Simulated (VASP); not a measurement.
Set up this calculation in VASP 6.6.1, as the native input.

| Item | Value |
| --- | --- |
| Task | single point |
| Functional | PBE |
| Dispersion | D3(BJ) |
| Potentials or basis | VASP PAW PBE potentials, release 64 (Ge_d, S, Sb, Si) |
| Cutoff | 520 eV |
| k mesh | 1 × 1 × 1, shifted |
| Occupations | fermi-dirac, width 0.1181 eV |
| Spin | no spin polarisation |
| Dipole correction | no |
| Further INCAR settings | ALGO = Normal; EDIFF = 1e-07; NBANDS = 50; ISYM = 0 |

The structure of Si8GeSb3S2 lies in POSCAR:

```
Si8GeSb3S2
1.0
    6.9844320000     -0.0408370000     -0.0068710000
   -0.0408370000      6.8442120000     -0.2202700000
   -0.0068710000     -0.2202700000      7.0988770000
Ge S Sb Si
1 2 3 8
Direct
    0.4412145842      0.4717979069      0.7779725597
    0.6292686619      0.5880412533      0.4641737773
    0.2870488849      0.5957529075      0.1582965596
    1.0048199253      0.3085067174      0.5956850488
    0.1227429883      0.1808316915      0.0130157437
    0.8530815806      0.8945138586      0.2545521061
    0.2077600851      0.8085482205      0.3895361810
    0.4800310283      0.8289762522      0.0620247248
    0.0228937442      0.6599973928      0.7552738171
    0.4682041299      0.1487963858      0.1926224966
    0.4058536511      0.1216969647      0.5686928807
    0.7363821727      0.8724961419      0.6486808276
    0.2870946790     -0.0951085086      0.8176697633
    0.7658579012      0.5898925182     -0.0040763018
```

These files were run (other wordings do the same):

INCAR

```
SYSTEM = Si8GeSb3S2
  PREC = Accurate
  ENCUT = 520
  EDIFF = 1E-7
  ISMEAR = -1
  SIGMA = 0.1181
  LREAL = .FALSE.
  LASPH = .TRUE.
  NELM = 80
  ALGO = Normal
  ISIF = 2
  LWAVE = .FALSE.
  LCHARG = .FALSE.
  GGA = PE
  IVDW = 12
  ISYM = 0
  NBANDS = 50
```

KPOINTS

```
Automatic mesh
0
Gamma
  1 1 1
  0.25 0.25 0.25
```

Potentials or basis: VASP PAW PBE potentials, release 64 (Ge_d, S, Sb, Si).

Run with:

```console
$ cat potpaw_PBE.64/Ge_d/POTCAR potpaw_PBE.64/S/POTCAR potpaw_PBE.64/Sb/POTCAR potpaw_PBE.64/Si/POTCAR > POTCAR
$ mpirun -np 1 vasp_std > vasp.out
```

It gave:

| Item | Value |
| --- | --- |
| Pressure | -4.0 GPa |
| Largest force | 1.612 eV/Å |
| Dispersion energy per atom | -0.358 eV |

Caveat: the k points lie up to 0.92 Å⁻¹ apart.

Run time: 43 s on 1 thread of Intel(R) Xeon(R) Platinum 8488C (Sapphire Rapids), with other jobs on the host, peak memory 0.38 GiB.
